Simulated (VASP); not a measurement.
# TiC (Fm-3m) in VASP: further runs

Runs on TiC. Level: PBE. Tasks: single point.

All numbers are computed with VASP 6.6.1; they aren't measurements. Logs are shortened: lines on timing, memory, paths and dates and some standing lists are left out, and cuts for length are marked.

## 1. The cell of the first run

It takes space group Fm-3m (No. 225, cubic). The conventional cell has a = 4.319 Å, b = 4.319 Å, c = 4.319 Å, α = 90.00°, β = 90.00°, γ = 90.00°. Ti (site symmetry m-3m) has 6 C at 2.16 Å within 2.9 Å. C (site symmetry m-3m) has 6 Ti at 2.16 Å within 2.9 Å.

## 2. Single point, PBE

Contents of INCAR:

```
PREC     = Accurate       # precision mode
ENCUT    = 600            # plane-wave cutoff, eV
EDIFF    = 1E-6           # SCF threshold, eV
ISMEAR   = -1             # smearing method
SIGMA    = 0.1            # smearing width, eV
LREAL    = False          # projectors in reciprocal space
LASPH    = True           # aspherical terms in the spheres
NELM     = 120            # most SCF steps
ALGO     = Normal         # electronic algorithm
ISIF     = 2              # what is computed and relaxed
LWAVE    = False          # write WAVECAR
LCHARG   = False          # write CHGCAR
GGA      = PE             # functional
NBANDS   = 15             # bands
GGA_COMPAT= False
```

Contents of KPOINTS:

```
regular mesh
0
Gamma
  8 8 8
```

Contents of POSCAR:

```
TiC
1.0
    0.0000000000      2.1593000000      2.1593000000
    2.1593000000      0.0000000000      2.1593000000
    2.1593000000      2.1593000000      0.0000000000
Ti C
1 1
Direct
    0.0000000000      0.0000000000      0.0000000000
    0.5000000000      0.5000000000      0.5000000000
```

Potentials or basis: VASP PAW PBE potentials, release 64 (Ti_sv, C).

The run is started by

```console
$ cat potpaw_PBE.64/Ti_sv/POTCAR potpaw_PBE.64/C/POTCAR > POTCAR
$ mpirun -np 1 vasp_std > vasp.out
```

OUTCAR:

```text
PREC = Accurate
   ENCUT = 600
   EDIFF = 1E-6
   ISMEAR = -1
   LREAL = False
   LASPH = True
   NELM = 120
   ISIF = 2
   GGA = PE

 ion  position               nearest neighbor table
   1  0.000  0.000  0.000-   2 2.16   2 2.16   2 2.16   2 2.16   2 2.16   2 2.16
   2  0.500  0.500  0.500-   1 2.16   1 2.16   1 2.16   1 2.16   1 2.16   1 2.16

  LATTYP: Found a face centered cubic cell.
 ALAT       =     4.3186000000

  Lattice vectors:

 A1 = (   0.0000000000,   2.1593000000,   2.1593000000)
 A2 = (   2.1593000000,   0.0000000000,   2.1593000000)
 A3 = (   2.1593000000,   2.1593000000,   0.0000000000)

Analysis of symmetry for initial positions (statically):
=====================================================================
 Subroutine PRICEL returns:
 Original cell was already a primitive cell.

 Routine SETGRP: Setting up the symmetry group for a
 face centered cubic supercell.

 Subroutine GETGRP returns: Found 48 space group operations
[... 9 lines left out ...]

 Routine SETGRP: Setting up the symmetry group for a
 face centered cubic supercell.

 Subroutine GETGRP returns: Found 48 space group operations
[... 11 lines left out ...]
                                     Primitive cell

  volume of cell :      20.1358

  direct lattice vectors                    reciprocal lattice vectors
     0.000000000  2.159300000  2.159300000    -0.231556523  0.231556523  0.231556523
     2.159300000  0.000000000  2.159300000     0.231556523 -0.231556523  0.231556523
     2.159300000  2.159300000  0.000000000     0.231556523  0.231556523 -0.231556523

  length of vectors
     3.053711345  3.053711345  3.053711345     0.401067663  0.401067663  0.401067663

  position of ions in fractional coordinates (direct lattice)
     0.000000000  0.000000000  0.000000000
     0.500000000  0.500000000  0.500000000

  ion indices of the primitive-cell ions
   primitive index   ion index
                 1           1
                 2           2

----------------------------------------------------------------------------------------

 KPOINTS: regular mesh

Automatic generation of k-mesh.
 Grid dimensions read from file:
 generate k-points for:    8    8    8

 Generating k-lattice:

  Cartesian coordinates                     Fractional coordinates (reciprocal lattice)
    -0.028944565  0.028944565  0.028944565     0.125000000  0.000000000  0.000000000
     0.028944565 -0.028944565  0.028944565     0.000000000  0.125000000  0.000000000
     0.028944565  0.028944565 -0.028944565     0.000000000  0.000000000  0.125000000

  Length of vectors
     0.050133458  0.050133458  0.050133458

  Shift w.r.t. Gamma in fractional coordinates (k-lattice)
     0.000000000  0.000000000  0.000000000

 Subroutine IBZKPT returns following result:
 ===========================================

 Found     29 irreducible k-points:

 Following reciprocal coordinates:
            Coordinates               Weight
  0.000000  0.000000  0.000000      1.000000
  0.125000  0.000000  0.000000      8.000000
  0.250000  0.000000  0.000000      8.000000
  0.375000  0.000000  0.000000      8.000000
  0.500000  0.000000  0.000000      4.000000
  0.125000  0.125000  0.000000      6.000000
[... 16 lines left out ...]
  0.500000  0.250000  0.125000     48.000000
 -0.375000  0.250000  0.125000     24.000000
 [... further k-points ...]
   k-points           NKPTS =     29   k-points in BZ     NKDIM =     29   number of bands    NBANDS=     15
   number of dos      NEDOS =    301   number of ions     NIONS =      2
   total plane-waves  NPLWV =  13824
   dimension x,y,z NGX =    24 NGY =   24 NGZ =   24
   dimension x,y,z NGXF=    48 NGYF=   48 NGZF=   48
   ions per type =               1   1
   NGX,Y,Z   is equivalent  to a cutoff of  13.07, 13.07, 13.07 a.u.
   NGXF,Y,Z  is equivalent  to a cutoff of  26.13, 26.13, 26.13 a.u.
 SYSTEM =  unknown system
   PREC   = accura    normal or accurate (medium, high low for compatibility)
   ISTART =      0    job   : 0-new  1-cont  2-samecut
   ICHARG =      2    charge: 1-file 2-atom 10-const
   ISPIN  =      1    spin polarized calculation?
   LNONCOLLINEAR =      F non collinear calculations
   LSORBIT =      F    spin-orbit coupling
   LASPH  =      T    aspherical Exc in radial PAW
   ENCUT  =  600.0 eV  44.10 Ry    6.64 a.u.   6.10  6.10  6.10*2*pi/ulx,y,z
   NELM   =    120;   NELMIN=  2; NELMDL= -5     # of ELM steps
   EDIFF  = 0.1E-05   stopping-criterion for ELM
   LREAL  =      F    real-space projection
   EDIFFG = 0.1E-04   stopping-criterion for IOM
   NSW    =      0    number of steps for IOM
   IBRION =     -1    ionic relax: 0-MD 1-quasi-New 2-CG
   NFREE  =      0    steps in history (QN), initial steepest desc. (CG)
   ISIF   =      2    stress and relaxation
   ISYM   =      2    0-nonsym 1-usesym 2-fastsym
   POTIM  = 0.5000    time-step for ionic-motion
   TEBEG  =    0.0;   TEEND  =   0.0 temperature during run
   PSTRESS=    0.0 pullay stress
   NELECT =      16.0000    total number of electrons
   NUPDOWN=      -1.0000    fix difference up-down
   EMIN   =  10.00;   EMAX   =-10.00  energy-range for DOS
   EFERMI =   0.00;   METHOD = LEGACY
   ISMEAR =    -1;   SIGMA  =   0.10  broadening in eV -4-tet -1-fermi 0-gaus
   EFERMI_NEDOS =   21; number of points for ismear=-14 and -15
   IALGO  =     38    algorithm
   IMIX   =      4    mixing-type and parameters
     AMIX     =   0.40;   BMIX     =  1.00
     AMIX_MAG =   1.60;   BMIX_MAG =  1.00
  volume/ion in A,a.u.               =      10.07        67.94
  Fermi-wavevector in a.u.,A,eV,Ry     =   1.516323  2.865436 31.283015  2.299237
  Thomas-Fermi vector in A             =   2.625728
   LORBIT       =      0    0 simple, 1 ext, 2 COOP (PROOUT), +10 PAW based schemes
   GGA     = PE    functional components
   LHFCALC =     F    Hartree Fock is set to
   AEXX    =    0.0000 exact exchange contribution
   IVDW    =     0    specifies the selected vdW correction
   LEPSILON=     F    determine dielectric tensor
   LRPA    =     F    only Hartree local field effects (RPA)
 non-spin polarized calculation
  energy-cutoff  :      600.00
  volume of cell :       20.14
 maximum number of plane-waves:       692
   NGX = 13   NGY = 13   NGZ = 13

 number of electron      16.0000002 magnetization

 Free energy of the ion-electron system (eV)
  ---------------------------------------------------
  ext. energy  EPLUGINS =         0.00000000
  ---------------------------------------------------
  free energy    TOTEN  =       -18.71078799 eV

  energy without entropy =      -18.70067369  energy(sigma->0) =      -18.70573084

 E-fermi :   9.4846     XC(G=0): -12.7436

 val. band max:        9.2711457323   @ k =   0.3750   0.3750   0.0000
 cond. band min:       9.4902767137   @ k =   0.5000   0.5000   0.0000
 fundamental gap:      0.2191309814
 Fermi energy:         9.4846003500

 k-point     1 :       0.0000    0.0000    0.0000
  band No.  band energies     occupation
      1     -47.0458      2.00000
      2     -23.0658      2.00000
      3     -23.0658      2.00000
      4     -23.0658      2.00000
      5      -2.9196      2.00000
      6      10.2141      0.00136
      7      10.2141      0.00136
      8      10.2141      0.00136
      9      11.2077      0.00000
     10      11.2077      0.00000
     11      11.2077      0.00000
     12      11.2491      0.00000
     13      11.2491      0.00000
     14      20.1325      0.00000
     15      23.5851      0.00000

 k-point     2 :       0.1250    0.0000    0.0000
  band No.  band energies     occupation
      1     -47.0348      2.00000
      2     -23.1434      2.00000
      3     -23.0731      2.00000
      4     -23.0731      2.00000
      5      -2.5677      2.00000
      6       8.8830      1.99513
      7       9.2295      1.85528
      8       9.2295      1.85528
      9      10.6350      0.00002
     10      10.6350      0.00002
     11      11.7848      0.00000
     12      13.3167      0.00000
     13      13.3167      0.00000
     14      20.6793      0.00000
     15      23.6581      0.00000

 k-point     3 :       0.2500    0.0000    0.0000
  band No.  band energies     occupation
      1     -47.0081      2.00000
      2     -23.3270      2.00000
      3     -23.0906      2.00000
      4     -23.0906      2.00000
      5      -1.5979      2.00000
      6       6.7684      2.00000
      7       7.8074      2.00000
      8       7.8074      2.00000
      9      11.2989      0.00000
     10      11.2989      0.00000
     11      12.3753      0.00000
     12      15.4118      0.00000
     13      15.4118      0.00000
     14      20.6934      0.00000
     15      23.9949      0.00000

 k-point     4 :       0.3750    0.0000    0.0000
  band No.  band energies     occupation
      1     -46.9812      2.00000
      2     -23.5056      2.00000
      3     -23.1079      2.00000
      4     -23.1079      2.00000
      5      -0.2745      2.00000
      6       4.7408      2.00000
      7       6.9041      2.00000
      8       6.9041      2.00000
      9      12.0923      0.00000
     10      12.0923      0.00000
     11      13.1232      0.00000
     12      17.0744      0.00000
     13      17.0744      0.00000
     14      18.8879      0.00000
     15      25.4027      0.00000
[... 307 lines left out ...]
 k-point    22 :       0.3750    0.2500    0.1250
  band No.  band energies     occupation
      1     -46.9881      2.00000
      2     -23.3631      2.00000
      3     -23.1856      2.00000
      4     -23.1183      2.00000
      5      -1.0284      2.00000
      6       5.8485      2.00000
      7       7.6257      2.00000
      8       7.7815      2.00000
      9      10.6437      0.00002
     10      12.2766      0.00000
     11      13.3372      0.00000
     12      13.8946      0.00000
     13      16.5686      0.00000
     14      22.1128      0.00000
     15      23.3621      0.00000

 k-point    23 :       0.5000    0.2500    0.1250
  band No.  band energies     occupation
      1     -46.9665      2.00000
      2     -23.4584      2.00000
      3     -23.2347      2.00000
      4     -23.1438      2.00000
      5      -0.1598      2.00000
      6       5.0465      2.00000
      7       6.7716      2.00000
      8       7.2230      2.00000
      9      11.4080      0.00000
     10      12.6462      0.00000
     11      13.3991      0.00000
     12      14.8909      0.00000
     13      16.9469      0.00000
     14      21.1599      0.00000
     15      23.6741      0.00000

 k-point    24 :      -0.3750    0.2500    0.1250
  band No.  band energies     occupation
      1     -46.9575      2.00000
      2     -23.4999      2.00000
      3     -23.2476      2.00000
      4     -23.1591      2.00000
      5       0.2790      2.00000
      6       4.6376      2.00000
      7       6.5039      2.00000
      8       6.9993      2.00000
      9      12.1547      0.00000
     10      12.3127      0.00000
     11      13.3530      0.00000
     12      15.9846      0.00000
     13      16.3960      0.00000
     14      20.5716      0.00000
     15      23.8220      0.00000

 [... further k-points ...]
[... 5 lines left out ...]
  --------------------------------------------------------------------------------------
  -------------------------------------------------------------------------------------
  Total        0.3350306      0.3350306      0.3350306      0.0000000      0.0000000      0.0000000
  in kB       26.6579137     26.6579137     26.6579137      0.0000000      0.0000000      0.0000000
  external PRESSURE =      26.6579137 kB  Pullay stress =       0.0000000 kB

 VOLUME and BASIS-vectors are now :
 -----------------------------------------------------------------------------
  energy-cutoff  :      600.00
  volume of cell :       20.14
      direct lattice vectors                 reciprocal lattice vectors
     0.000000000  2.159300000  2.159300000    -0.231556523  0.231556523  0.231556523
     2.159300000  0.000000000  2.159300000     0.231556523 -0.231556523  0.231556523
     2.159300000  2.159300000  0.000000000     0.231556523  0.231556523 -0.231556523

 POSITION                                       TOTAL-FORCE (eV/Angst)
 -----------------------------------------------------------------------------------
      0.00000      0.00000      0.00000         0.000000      0.000000      0.000000
      2.15930      2.15930      2.15930         0.000000      0.000000     -0.000000
 -----------------------------------------------------------------------------------
    total drift:                                0.000000     -0.000000     -0.000000

  FREE ENERGIE OF THE ION-ELECTRON SYSTEM (eV)
  ---------------------------------------------------
  free  energy   TOTEN  =       -18.7107879852 eV

  energy  without entropy=      -18.7006736879  energy(sigma->0) =      -18.70573084
```

Run time: 8.3 s. Hardware: 1 thread of Intel Xeon Platinum 8488C (Sapphire Rapids), shared host; peak memory 0.13 GiB.

Results:

```yaml
Free_energy: -18.7108 eV
Pressure: 2.7 GPa
Band_gap_on_the_k_mesh: zero (band 8 reaches 10.21 eV, above the bottom of band 9 at 9.11 eV)
```

Levels at points of the mesh, in eV from the Fermi level:
```csv
k point,band 6,band 7,band 8,band 9,band 10,band 11
"(0.00, 0.00, 0.00)",0.73,0.73,0.73,1.72,1.72,1.72
"(0.50, 0.00, 0.00)",-5.84,-2.89,-2.89,2.98,2.98,4.18
"(0.50, 0.50, 0.00)",-3.40,-1.61,0.01,0.01,2.77,3.59
```

## 3. Single point, PBE

This run uses another cell than the first one, of 10.32 Å³/atom, 1.025 times its volume.

Contents of INCAR:

```
PREC     = Accurate       # precision mode
ENCUT    = 600            # plane-wave cutoff, eV
EDIFF    = 1E-6           # SCF threshold, eV
ISMEAR   = -1             # smearing method
SIGMA    = 0.1            # smearing width, eV
LREAL    = F              # projectors in reciprocal space
LASPH    = T              # aspherical terms in the spheres
NELM     = 120            # most SCF steps
ALGO     = Normal         # electronic algorithm
ISIF     = 2              # what is computed and relaxed
LWAVE    = F              # write WAVECAR
LCHARG   = F              # write CHGCAR
GGA      = PE             # functional
NBANDS   = 15             # bands
GGA_COMPAT= F
```

KPOINTS is that of step 2.

Contents of POSCAR:

```
TiC
1.0
    0.0000000000      2.1768983305      2.1768983305
    2.1768983305      0.0000000000      2.1768983305
    2.1768983305      2.1768983305      0.0000000000
Ti C
1 1
Direct
    0.0000000000      0.0000000000      0.0000000000
    0.5000000000      0.5000000000      0.5000000000
```

Potentials or basis: VASP PAW PBE potentials, release 64 (Ti_sv, C).

The run is started by

```console
$ cat potpaw_PBE.64/Ti_sv/POTCAR potpaw_PBE.64/C/POTCAR > POTCAR
$ mpirun -np 1 vasp_std > vasp.out
```

Run time: 14 s. Hardware: 1 thread of Intel Xeon Platinum 8488C (Sapphire Rapids), shared host; peak memory 0.16 GiB.

The run converged. Its results:

```yaml
Free_energy: -18.7102 eV
Pressure: -3.5 GPa
Band_gap_on_the_k_mesh: zero (band 8 reaches 9.92 eV, above the bottom of band 9 at 8.83 eV)
```

Levels at points of the mesh, in eV from the Fermi level:
```csv
k point,band 5,band 6,band 7,band 8,band 9,band 10,band 11,band 12
"(0.00, 0.00, 0.00)",-12.29,0.72,0.72,0.72,1.69,1.69,1.69,1.71
"(0.50, 0.00, 0.00)",-8.89,-5.73,-2.81,-2.81,2.89,2.89,4.04,8.04
"(0.50, 0.50, 0.00)",-10.02,-3.38,-1.54,-0.01,-0.01,2.68,3.47,3.47
```

## 4. Single point, PBE

This run uses another cell than the first one, of 10.17 Å³/atom, 1.010 times its volume.

Contents of INCAR:

```
SYSTEM = TiC
  PREC = Accurate
  ENCUT = 600
  EDIFF = 1E-6
  ISMEAR = -1
  SIGMA = 0.1
  LREAL = .False.
  LASPH = .True.
  NELM = 120
  ALGO = Normal
  ISIF = 2
  LWAVE = .False.
  LCHARG = .False.
  GGA = PE
  NBANDS = 15
  GGA_COMPAT = .False.
```

Contents of KPOINTS:

```
regular mesh
0
Gamma
  8 8 8
  0 0 0
```

Contents of POSCAR:

```
TiC
1.0
    0.0000000000      2.1666544025      2.1666544025
    2.1666544025      0.0000000000      2.1666544025
    2.1666544025      2.1666544025      0.0000000000
Ti C
1 1
Direct
    0.0000000000      0.0000000000      0.0000000000
    0.5000000000      0.5000000000      0.5000000000
```

The run is started by

```console
$ cat potpaw_PBE.64/Ti_sv/POTCAR potpaw_PBE.64/C/POTCAR > POTCAR
$ mpirun -np 1 vasp_std > vasp.out
```

Run time: 9.3 s. Hardware: 1 thread of Intel Xeon Platinum 8488C (Sapphire Rapids), shared host; peak memory 0.14 GiB.

Results (log left out):

```
Free energy            : -18.7128 eV
Pressure               : 0.0 GPa
Band gap on the k mesh : zero (band 8 reaches 10.09 eV, above the bottom of band 9 at 9.00 eV)
```

Levels at points of the mesh, in eV from the Fermi level:
```
           k point  band 6  band 7  band 8  band 9  band 10  band 11
(0.00, 0.00, 0.00)    0.73    0.73    0.73    1.71     1.71     1.71
(0.50, 0.00, 0.00)   -5.80   -2.86   -2.86    2.94     2.94     4.12
(0.50, 0.50, 0.00)   -3.40   -1.58    0.00    0.00     2.73     3.54
```

## 5. Summary

```tsv
cell	gap on the mesh (eV)	pressure (GPa)
a = 3.054 Å, angles 60.0°, 2 atoms	none	2.7
a = 3.079 Å, angles 60.0°, 2 atoms	none	-3.5
a = 3.064 Å, angles 60.0°, 2 atoms	none	0.0
```

Alike in all rows: task single point; level PBE; potentials or basis VASP PAW PBE potentials, release 64 (Ti_sv, C); no spin polarisation; k mesh 8 × 8 × 8; cutoff (eV) 600; smearing fermi-dirac 0.1 eV.

Absolute energies hang on the potentials; compare differences alone.
